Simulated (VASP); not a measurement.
Input of a VASP 6.6.1 run:

INCAR

```
SYSTEM = KCdCO3F
ALGO = Normal ; EDIFF = 1E-6
ENCUT = 520 ; GGA = PE
ISIF = 2 ; ISMEAR = -1
LASPH = .True. ; LCHARG = .False.
LREAL = .False. ; LWAVE = .False.
NBANDS = 63 ; NELM = 100
PREC = Accurate ; SIGMA = 0.02
```

File KPOINTS:

```
k-points
0
Gamma
  5 5 3
  0 0 0
```

Contents of POSCAR:

```
KCdCO3F
1.0
    5.1349000000      0.0000000000      0.0000000000
   -2.5674500000      4.4469538459      0.0000000000
    0.0000000000      0.0000000000      8.8460000000
K Cd C O F
2 2 2 6 2
Direct
    0.6666666667      0.3333333333      0.5000000000
    0.6666666667      0.3333333333      0.0000000000
    0.0000000000      0.0000000000      0.2500000000
    0.0000000000      0.0000000000      0.7500000000
    0.3333333333      0.6666666667      0.2500000000
    0.3333333333      0.6666666667      0.7500000000
    0.4129067715      0.9487197200      0.2500000000
    0.5358129485      0.5870932285      0.2500000000
    0.0512802800      0.4641870515      0.2500000000
    0.0512802800      0.5870932285      0.7500000000
    0.4129067715      0.4641870515      0.7500000000
    0.5358129485      0.9487197200      0.7500000000
    0.0000000000      0.0000000000      0.5000000000
    0.0000000000      0.0000000000      0.0000000000
```

Potentials or basis: VASP PAW PBE potentials, release 64 (K_sv, Cd, C, O, F).

Run with:

```bash
$ cat potpaw_PBE.64/K_sv/POTCAR potpaw_PBE.64/Cd/POTCAR potpaw_PBE.64/C/POTCAR potpaw_PBE.64/O/POTCAR potpaw_PBE.64/F/POTCAR > POTCAR
$ mpirun -np 1 vasp_std > vasp.out
```

Task: What does it give for the pressure?

Result: 3.9 GPa.

Task: What does it give for the largest force?

Result: 0.237 eV/Å.

Task: What does it give for the band gap on the k mesh?

Result: 3.11 eV, direct.

Forces in eV/Å, atoms in the order of the input:
```
K    0.000  0.000  0.000
K    0.000  0.000  0.000
Cd   0.000  0.000  0.000
Cd   0.000  0.000  0.000
C    0.000  0.000  0.000
C    0.000  0.000  0.000
O   -0.023  0.236  0.000
O    0.216 -0.098  0.000
O   -0.193 -0.138  0.000
O   -0.216 -0.098  0.000
O    0.193 -0.138  0.000
O    0.023  0.236  0.000
F    0.000  0.000  0.000
F    0.000  0.000  0.000
```

A k mesh can miss the band edges. Expect the measured gap to be larger: semilocal functionals such as PBE lack the derivative discontinuity.
